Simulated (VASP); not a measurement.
# TiC (Fm-3m) in VASP: notebook

TiC is run at these levels: PBEsol; tasks: relaxation of cell and atoms.

Program: VASP 6.6.1. These are calculated values, not measurements. Logs are shortened: lines on timing, memory, paths and dates and some standing lists are left out, and cuts for length are marked.

## Step 1: The cell of the first run

Symmetry: Fm-3m, No. 225, cubic system. Conventional cell: a = 4.293 Å, b = 4.293 Å, c = 4.293 Å, α = 90.00°, β = 90.00°, γ = 90.00°. Within 2.8 Å of Ti (site symmetry m-3m) lie 6 C at 2.15 Å. C (site symmetry m-3m) has 6 Ti at 2.15 Å within 2.8 Å.

## Step 2: Relaxation of cell and atoms, PBEsol, target pressure 10 GPa, at which the enthalpy is minimised

File INCAR:

```
ALGO = Normal ; EDIFF = 1E-7
EDIFFG = -0.002 ; ENCUT = 600
GGA = PS ; GGA_COMPAT = False
IBRION = 2 ; ISIF = 3
ISMEAR = -1 ; LASPH = True
LCHARG = False ; LREAL = False
LWAVE = False ; NELM = 120
NELMIN = 4 ; NSW = 100
PREC = Accurate ; PSTRESS = 100.0
SIGMA = 0.05
```

File KPOINTS:

```
k-points
0
Gamma
  18 18 18
```

File POSCAR:

```
TiC
1.0
    0.0000000000      2.1467070539      2.1467070539
    2.1467070539      0.0000000000      2.1467070539
    2.1467070539      2.1467070539      0.0000000000
Ti C
1 1
Direct
    0.0000000000      0.0000000000      0.0000000000
    0.5000000000      0.5000000000      0.5000000000
```

Potentials or basis: VASP PAW PBE potentials, release 64 (Ti_sv, C).

The run is started by

```
> cat potpaw_PBE.64/Ti_sv/POTCAR potpaw_PBE.64/C/POTCAR > POTCAR
> mpirun -np 1 vasp_std > vasp.out
```

OUTCAR:

```text
EDIFF = 1E-7
   EDIFFG = -0.002
   ENCUT = 600
   GGA = PS
   IBRION = 2
   ISIF = 3
   ISMEAR = -1
   LASPH = True
   LREAL = False
   NELM = 120
   NELMIN = 4
   NSW = 100
   PREC = Accurate
   PSTRESS = 100.0

 ion  position               nearest neighbor table
   1  0.000  0.000  0.000-   2 2.15   2 2.15   2 2.15   2 2.15   2 2.15   2 2.15
   2  0.500  0.500  0.500-   1 2.15   1 2.15   1 2.15   1 2.15   1 2.15   1 2.15

  LATTYP: Found a face centered cubic cell.
 ALAT       =     4.2934141078

  Lattice vectors:

 A1 = (   0.0000000000,   2.1467070539,   2.1467070539)
 A2 = (   2.1467070539,   0.0000000000,   2.1467070539)
 A3 = (   2.1467070539,   2.1467070539,   0.0000000000)

Analysis of symmetry for initial positions (statically):
=====================================================================
 Subroutine PRICEL returns:
 Original cell was already a primitive cell.

 Routine SETGRP: Setting up the symmetry group for a
 face centered cubic supercell.

 Subroutine GETGRP returns: Found 48 space group operations
 (whereof 48 operations were pure point group operations)
 out of a pool of 48 trial point group operations.

The static configuration has the point symmetry O_h .

Analysis of symmetry for dynamics (positions and initial velocities):
=====================================================================
 Subroutine PRICEL returns:
 Original cell was already a primitive cell.

 Routine SETGRP: Setting up the symmetry group for a
 face centered cubic supercell.

 Subroutine GETGRP returns: Found 48 space group operations
 (whereof 48 operations were pure point group operations)
 out of a pool of 48 trial point group operations.

The dynamic configuration has the point symmetry O_h .

 Subroutine INISYM returns: Found 48 space group operations
 (whereof 48 operations are pure point group operations),
 and found     1 'primitive' translations

----------------------------------------------------------------------------------------

                                     Primitive cell

  volume of cell :      19.7856

  direct lattice vectors                    reciprocal lattice vectors
     0.000000000  2.146707054  2.146707054    -0.232914873  0.232914873  0.232914873
     2.146707054  0.000000000  2.146707054     0.232914873 -0.232914873  0.232914873
     2.146707054  2.146707054  0.000000000     0.232914873  0.232914873 -0.232914873

  length of vectors
     3.035902230  3.035902230  3.035902230     0.403420393  0.403420393  0.403420393

  position of ions in fractional coordinates (direct lattice)
     0.000000000  0.000000000  0.000000000
     0.500000000  0.500000000  0.500000000

[... 66 lines left out ...]
 SYSTEM =  unknown system
   PREC   = accura    normal or accurate (medium, high low for compatibility)
   ISTART =      0    job   : 0-new  1-cont  2-samecut
   ICHARG =      2    charge: 1-file 2-atom 10-const
   ISPIN  =      1    spin polarized calculation?
   LNONCOLLINEAR =      F non collinear calculations
   LSORBIT =      F    spin-orbit coupling
   LASPH  =      T    aspherical Exc in radial PAW
   ENCUT  =  600.0 eV  44.10 Ry    6.64 a.u.   6.06  6.06  6.06*2*pi/ulx,y,z
   NELM   =    120;   NELMIN=  4; NELMDL= -5     # of ELM steps
   EDIFF  = 0.1E-06   stopping-criterion for ELM
   LREAL  =      F    real-space projection
   EDIFFG = -.2E-02   stopping-criterion for IOM
   NSW    =    100    number of steps for IOM
   IBRION =      2    ionic relax: 0-MD 1-quasi-New 2-CG
   NFREE  =      1    steps in history (QN), initial steepest desc. (CG)
   ISIF   =      3    stress and relaxation
   ISYM   =      2    0-nonsym 1-usesym 2-fastsym
   POTIM  = 0.5000    time-step for ionic-motion
   TEBEG  =    0.0;   TEEND  =   0.0 temperature during run
   PSTRESS=  100.0 pullay stress
   NELECT =      16.0000    total number of electrons
   NUPDOWN=      -1.0000    fix difference up-down
   EMIN   =  10.00;   EMAX   =-10.00  energy-range for DOS
   EFERMI =   0.00;   METHOD = LEGACY
   ISMEAR =    -1;   SIGMA  =   0.05  broadening in eV -4-tet -1-fermi 0-gaus
   EFERMI_NEDOS =   21; number of points for ismear=-14 and -15
   IALGO  =     38    algorithm
   IMIX   =      4    mixing-type and parameters
     AMIX     =   0.40;   BMIX     =  1.00
     AMIX_MAG =   1.60;   BMIX_MAG =  1.00
  volume/ion in A,a.u.               =       9.89        66.76
  Fermi-wavevector in a.u.,A,eV,Ry     =   1.525218  2.882245 31.651114  2.326291
  Thomas-Fermi vector in A             =   2.633419
   LORBIT       =      0    0 simple, 1 ext, 2 COOP (PROOUT), +10 PAW based schemes
   GGA     = PS    functional components
   LHFCALC =     F    Hartree Fock is set to
   AEXX    =    0.0000 exact exchange contribution
   IVDW    =     0    specifies the selected vdW correction
   LEPSILON=     F    determine dielectric tensor
   LRPA    =     F    only Hartree local field effects (RPA)
 conjugate gradient relaxation of ions
 non-spin polarized calculation
  energy-cutoff  :      600.00
  volume of cell :       19.79
 maximum number of plane-waves:       680
   NGX = 13   NGY = 13   NGZ = 13

--------------------------------------- Ionic step        1  -------------------------------------------

 number of electron      16.0000003 magnetization

 Free energy of the ion-electron system (eV)
  ---------------------------------------------------
  ext. energy  EPLUGINS =         0.00000000
  ---------------------------------------------------
  free energy    TOTEN  =       -19.80369411 eV

  energy without entropy =      -19.80117119  energy(sigma->0) =      -19.80243265

 E-fermi :   9.6146     XC(G=0): -12.9977

 val. band max:        9.6141593434   @ k =   0.5000   0.5000   0.0000
 cond. band min:       9.6281916951   @ k =   0.4444   0.3889   0.0000
 fundamental gap:      0.0140323517
 Fermi energy:         9.6146092746

 k-point     1 :       0.0000    0.0000    0.0000
  band No.  band energies     occupation
      1     -46.6389      2.00000
      2     -22.7514      2.00000
      3     -22.7514      2.00000
      4     -22.7514      2.00000
      5      -2.8753      2.00000
      6      10.2867      0.00000
      7      10.2867      0.00000
      8      10.2867      0.00000
      9      11.3528      0.00000
     10      11.3528      0.00000
     11      11.3528      0.00000
     12      11.3968      0.00000
[... 496 lines left out ...]
--------------------------------------- Ionic step        5  -------------------------------------------

 number of electron      16.0000002 magnetization

 Free energy of the ion-electron system (eV)
  ---------------------------------------------------
  ext. energy  EPLUGINS =         0.00000000
  ---------------------------------------------------
  free energy    TOTEN  =       -19.78316169 eV

  energy without entropy =      -19.78071963  energy(sigma->0) =      -19.78194066

 E-fermi :  10.0340     XC(G=0): -13.1789

 val. band max:       10.0026662870   @ k =   0.4444   0.4444   0.0000
 cond. band min:      10.0650227228   @ k =   0.5000   0.5000   0.0000
 fundamental gap:      0.0623564358
 Fermi energy:        10.0339814999

 k-point     1 :       0.0000    0.0000    0.0000
  band No.  band energies     occupation
      1     -46.1217      2.00000
      2     -22.2123      2.00000
      3     -22.2123      2.00000
      4     -22.2123      2.00000
      5      -2.6163      2.00000
      6      10.7138      0.00000
      7      10.7138      0.00000
      8      10.7138      0.00000
      9      11.8156      0.00000
     10      11.8156      0.00000
     11      11.8156      0.00000
     12      11.8889      0.00000
[... 378 lines left out ...]
  energy  without entropy=      -19.7807196299  energy(sigma->0) =      -19.78194066

  enthalpy is  TOTEN    =       -18.5900921925 eV   P V=        1.1930694961

 reached required accuracy - stopping structural energy minimisation
```

OSZICAR:

```text
N       E                     dE             d eps       ncg     rms          rms(c)
DAV:   1     0.126423622619E+03    0.12642E+03   -0.92901E+03  4680   0.178E+03
DAV:   2    -0.143867347859E+02   -0.14081E+03   -0.13416E+03  4832   0.403E+02
DAV:   3    -0.246377852114E+02   -0.10251E+02   -0.98332E+01  6184   0.101E+02
[... 53 lines left out ...]
DAV:   2    -0.197831641209E+02    0.13008E-04   -0.71457E-05  5112   0.137E-01    0.110E-02
DAV:   3    -0.197831616131E+02    0.25078E-05   -0.10421E-05  5364   0.362E-02    0.442E-03
DAV:   4    -0.197831615639E+02    0.49162E-07   -0.36205E-06  5120   0.195E-02    0.256E-03
DAV:   5    -0.197831616870E+02   -0.12308E-06   -0.44478E-07  5444   0.670E-03    0.716E-04
DAV:   6    -0.197831616886E+02   -0.15559E-08   -0.21614E-07  4076   0.268E-03
   5 F= -.18590092E+02 E0= -.18588871E+02  d E =0.716300E-07
```

CONTCAR:

```text
TiC
   1.00000000000000
    -0.0000000000000000    2.1221794735480968    2.1221794735480968
     2.1221794735480968   -0.0000000000000000    2.1221794735480968
     2.1221794735480968    2.1221794735480968   -0.0000000000000000
  Ti              C
     1     1
Direct
     1.0000000000000000    0.0000000000000000    0.0000000000000000
     0.5000000000000000    0.5000000000000000    0.5000000000000000

  0.00000000E+00  0.00000000E+00  0.00000000E+00
  0.00000000E+00  0.00000000E+00  0.00000000E+00
```

Run time: 1.9 min. Hardware: 1 thread of Intel Xeon 6975P-C (Granite Rapids), shared host; peak memory 0.19 GiB.

What came out:

- Free energy: -19.7832 eV
- Relaxed volume: 9.56 Å³/atom
- Relaxed cell: a = 3.001 Å, b = 3.001 Å, c = 3.001 Å, α = 60.00°, β = 60.00°, γ = 60.00°
- Space group after relaxing (to 0.1 Å): Fm-3m (No. 225)
- Energy change on relaxing (the run minimises the enthalpy): +10.3 meV/atom
- Ionic steps: 5
- Pressure after relaxing: 10.0 GPa
- Band gap on the k mesh: zero (bands 8 and 9 overlap by 1.10 eV)

Step by step:
```
step  energy change (eV)  largest force (eV/Å)  pressure (GPa)  volume (Å³)
   1              0.0000                0.0000            0.14        19.79
   2              0.1408                0.0000           28.52        18.09
   3              0.0201                0.0000            9.85        19.12
   4              0.0209                0.0000           10.04        19.11
   5              0.0205                0.0000            9.97        19.12
```

Final structure:
```
Ti C
1.0
     0.00000    2.12218    2.12218
     2.12218    0.00000    2.12218
     2.12218    2.12218    0.00000
Ti C
1 1
Direct
  0.00000 0.00000 0.00000
  0.50000 0.50000 0.50000
```

Levels at points of the mesh, in eV from the Fermi level:
```
           k point  band 6  band 7  band 8  band 9  band 10  band 11
(0.00, 0.00, 0.00)    0.68    0.68    0.68    1.78     1.78     1.78
(0.50, 0.00, 0.00)   -6.16   -3.10   -3.10    3.16     3.16     4.47
(0.50, 0.50, 0.00)   -3.48   -1.87    0.03    0.03     2.96     3.83
```

Caveat: the cell is relaxed towards a set pressure, so the run minimises the enthalpy, not the energy; the PAW data sets were made with another functional, which shifts forces and pressure a little.

## Step 3: Relaxation of cell and atoms, PBEsol, target pressure 15 GPa, at which the enthalpy is minimised

File INCAR:

```
SYSTEM = TiC
PREC = Accurate ; ENCUT = 600
EDIFF = 1E-7 ; ISMEAR = -1
SIGMA = 0.05 ; LREAL = .False.
LASPH = .True. ; NELM = 120
ALGO = Normal ; ISIF = 3
LWAVE = .False. ; LCHARG = .False.
GGA = PS ; IBRION = 2
NSW = 100 ; EDIFFG = -0.002
PSTRESS = 150.0 ; GGA_COMPAT = .False.
NELMIN = 4
```

File KPOINTS:

```
regular mesh
0
Gamma
  18 18 18
  0 0 0
```

POSCAR is that of step 2.

Potentials or basis: VASP PAW PBE potentials, release 64 (Ti_sv, C).

The run is started by

```
> cat potpaw_PBE.64/Ti_sv/POTCAR potpaw_PBE.64/C/POTCAR > POTCAR
> mpirun -np 1 vasp_std > vasp.out
```

OUTCAR:

```text
SYSTEM = TiC
   PREC = Accurate
   ENCUT = 600
   EDIFF = 1E-7
   ISMEAR = -1
   LREAL = .False.
   LASPH = .True.
   NELM = 120
   ISIF = 3
   GGA = PS
   IBRION = 2
   NSW = 100
   EDIFFG = -0.002
   PSTRESS = 150.0
   NELMIN = 4

 ion  position               nearest neighbor table
   1  0.000  0.000  0.000-   2 2.15   2 2.15   2 2.15   2 2.15   2 2.15   2 2.15
   2  0.500  0.500  0.500-   1 2.15   1 2.15   1 2.15   1 2.15   1 2.15   1 2.15

  LATTYP: Found a face centered cubic cell.
 ALAT       =     4.2934141078

  Lattice vectors:

 A1 = (   0.0000000000,   2.1467070539,   2.1467070539)
 A2 = (   2.1467070539,   0.0000000000,   2.1467070539)
 A3 = (   2.1467070539,   2.1467070539,   0.0000000000)

Analysis of symmetry for initial positions (statically):
=====================================================================
[... 183 lines left out ...]
      1     -46.6389      2.00000
      2     -22.7514      2.00000
      3     -22.7514      2.00000
      4     -22.7514      2.00000
      5      -2.8753      2.00000
      6      10.2867      0.00000
      7      10.2867      0.00000
      8      10.2867      0.00000
      9      11.3528      0.00000
     10      11.3528      0.00000
     11      11.3528      0.00000
     12      11.3968      0.00000
[... 572 lines left out ...]
--------------------------------------- Ionic step        7  -------------------------------------------

 number of electron      15.9999999 magnetization

 Free energy of the ion-electron system (eV)
  ---------------------------------------------------
  ext. energy  EPLUGINS =         0.00000000
  ---------------------------------------------------
  free energy    TOTEN  =       -19.75946191 eV

  energy without entropy =      -19.75706296  energy(sigma->0) =      -19.75826243

 E-fermi :  10.2337     XC(G=0): -13.2641

 val. band max:       10.2163788672   @ k =   0.4444   0.4444   0.0000
 cond. band min:      10.2672544111   @ k =  -0.0556   0.0556   0.0000
 fundamental gap:      0.0508755439
 Fermi energy:        10.2337327082

 k-point     1 :       0.0000    0.0000    0.0000
  band No.  band energies     occupation
      1     -45.8771      2.00000
      2     -21.9562      2.00000
      3     -21.9562      2.00000
      4     -21.9562      2.00000
      5      -2.4908      2.00000
      6      10.9160      0.00000
      7      10.9160      0.00000
      8      10.9160      0.00000
      9      12.0357      0.00000
     10      12.0357      0.00000
     11      12.0357      0.00000
     12      12.1224      0.00000
[... 378 lines left out ...]
  energy  without entropy=      -19.7570629580  energy(sigma->0) =      -19.75826243

  enthalpy is  TOTEN    =       -17.9984291583 eV   P V=        1.7610327471

 reached required accuracy - stopping structural energy minimisation
```

Run time: 2.9 min. Hardware: 1 thread of Intel Xeon 6975P-C (Granite Rapids), shared host; peak memory 0.2 GiB.

What came out:

```yaml
Free_energy: -19.7595 eV
Relaxed_volume: 9.40 Å³/atom
Relaxed_cell: a = 2.985 Å, b = 2.985 Å, c = 2.985 Å, α = 60.00°, β = 60.00°, γ = 60.00°
Space_group_after_relaxing_to_0.1_Å: Fm-3m (No. 225)
Energy_change_on_relaxing_the_run_minimises_the_enthalpy: +22.1 meV/atom
Ionic_steps: 7
Pressure_after_relaxing: 15.0 GPa
Band_gap_on_the_k_mesh: zero (bands 8 and 9 overlap by 1.10 eV)
```

Step by step:
```tsv
step	energy change (eV)	largest force (eV/Å)	pressure (GPa)	volume (Å³)
1	0.0000	0.0000	0.14	19.79
2	0.3334	0.0000	47.36	17.27
3	0.0420	0.0000	14.60	18.83
4	0.0439	0.0000	14.94	18.81
5	0.0457	0.0000	15.27	18.79
6	0.0422	0.0000	14.64	18.83
7	0.0442	0.0000	14.99	18.81
```

Final structure:
```cif
data_structure
_symmetry_space_group_name_H-M 'P 1'
_symmetry_Int_Tables_number 1
_cell_length_a 2.9852
_cell_length_b 2.9852
_cell_length_c 2.9852
_cell_angle_alpha 60.000
_cell_angle_beta 60.000
_cell_angle_gamma 60.000
_cell_volume 18.81
loop_
_atom_site_label
_atom_site_type_symbol
_atom_site_fract_x
_atom_site_fract_y
_atom_site_fract_z
_atom_site_occupancy
Ti1 Ti 0.00000 0.00000 0.00000 1
C1 C 0.50000 0.50000 0.50000 1
```

Levels at points of the mesh, in eV from the Fermi level:
```csv
k point,band 4,band 5,band 6,band 7,band 8,band 9,band 10,band 11,band 12
"(0.00, 0.00, 0.00)",-32.19,-12.72,0.68,0.68,0.68,1.80,1.80,1.80,1.89
"(0.50, 0.00, 0.00)",-32.25,-8.81,-6.24,-3.16,-3.16,3.23,3.23,4.56,8.60
"(0.50, 0.50, 0.00)",-32.42,-10.38,-3.48,-1.92,0.05,0.05,3.02,3.91,3.91
```

Caveat: the cell is relaxed towards a set pressure, so the run minimises the enthalpy, not the energy; the PAW data sets were made with another functional, which shifts forces and pressure a little.

## Step 4: Relaxation of cell and atoms, PBEsol

This run uses another cell than the first one, of 10.07 Å³/atom.

File INCAR:

```
SYSTEM = TiC
  ALGO = Normal
  EDIFF = 1E-7
  EDIFFG = -0.002
  ENCUT = 600
  GGA = PS
  GGA_COMPAT = .FALSE.
  IBRION = 2
  ISIF = 3
  ISMEAR = -1
  LASPH = .TRUE.
  LCHARG = .FALSE.
  LREAL = .FALSE.
  LWAVE = .FALSE.
  NELM = 120
  NELMIN = 4
  NSW = 100
  PREC = Accurate
  SIGMA = 0.05
```

File KPOINTS:

```
k-points
0
G
  18 18 18
  0 0 0
```

File POSCAR:

```
TiC
1.0
    0.0000000000      2.1593000000      2.1593000000
    2.1593000000      0.0000000000      2.1593000000
    2.1593000000      2.1593000000      0.0000000000
Ti C
1 1
Direct
    0.0000000000      0.0000000000      0.0000000000
    0.5000000000      0.5000000000      0.5000000000
```

The run is started by

```
> cat potpaw_PBE.64/Ti_sv/POTCAR potpaw_PBE.64/C/POTCAR > POTCAR
> mpirun -np 1 vasp_std > vasp.out
```

Wall time 93 s (1 thread of Intel Xeon 6975P-C (Granite Rapids), shared host); peak memory 0.2 GiB.

The run converged. Its results:

```
Free energy                           : -19.8041 eV
Relaxed volume                        : 9.90 Å³/atom
Relaxed cell                          : a = 3.036 Å, b = 3.036 Å, c = 3.036 Å, α = 60.00°, β = 60.00°, γ = 60.00°
Space group after relaxing (to 0.1 Å) : Fm-3m (No. 225)
Energy gained by relaxing             : 2.4 meV/atom
Ionic steps                           : 3
Pressure after relaxing               : 0.0 GPa
Band gap on the k mesh                : zero (bands 8 and 9 overlap by 1.08 eV)
```

Step by step:
```csv
step,energy change (eV),largest force (eV/Å),pressure (GPa),volume (Å³)
1,0.0000,0.0000,-4.38,20.14
2,0.0041,0.0000,6.39,19.34
3,-0.0047,0.0000,-0.02,19.80
```

Final structure:
```xyz
2
Lattice="0.0000 2.1471 2.1471 2.1471 0.0000 2.1471 2.1471 2.1471 0.0000" Properties=species:S:1:pos:R:3 pbc="T T T"
Ti    0.0000    0.0000    0.0000
C     2.1471    2.1471    2.1471
```

Levels at points of the mesh, in eV from the Fermi level:
```
           k point  band 6  band 7  band 8  band 9  band 10  band 11
(0.00, 0.00, 0.00)    0.67    0.67    0.67    1.74     1.74     1.74
(0.50, 0.00, 0.00)   -5.99   -2.98   -2.98    3.02     3.02     4.26
(0.50, 0.50, 0.00)   -3.46   -1.75    0.00    0.00     2.83     3.65
```

Caveat: the PAW data sets were made with another functional, which shifts forces and pressure a little.

## Step 5: Overview

```csv
cell,gap on the mesh (eV),pressure (GPa)
"relaxed to 10 GPa from a = 3.036 Å, angles 60.0°, 2 atoms",none,10.0
"relaxed to 15 GPa from a = 3.036 Å, angles 60.0°, 2 atoms",none,15.0
"relaxed from a = 3.054 Å, angles 60.0°, 2 atoms",none,0.0
```

Alike in all rows: task relaxation of cell and atoms; level PBEsol; potentials or basis VASP PAW PBE potentials, release 64 (Ti_sv, C); no spin polarisation; k mesh 18 × 18 × 18; cutoff (eV) 600; smearing fermi-dirac 0.05 eV.

Caveats: the PAW data sets were made with another functional, which shifts forces and pressure a little; the cell is relaxed towards a set pressure, so the run minimises the enthalpy, not the energy (at least some runs).

Absolute energies hang on the potentials; compare differences alone.

The gap in the log of VASP goes by the Fermi energy; the results here count the filled bands.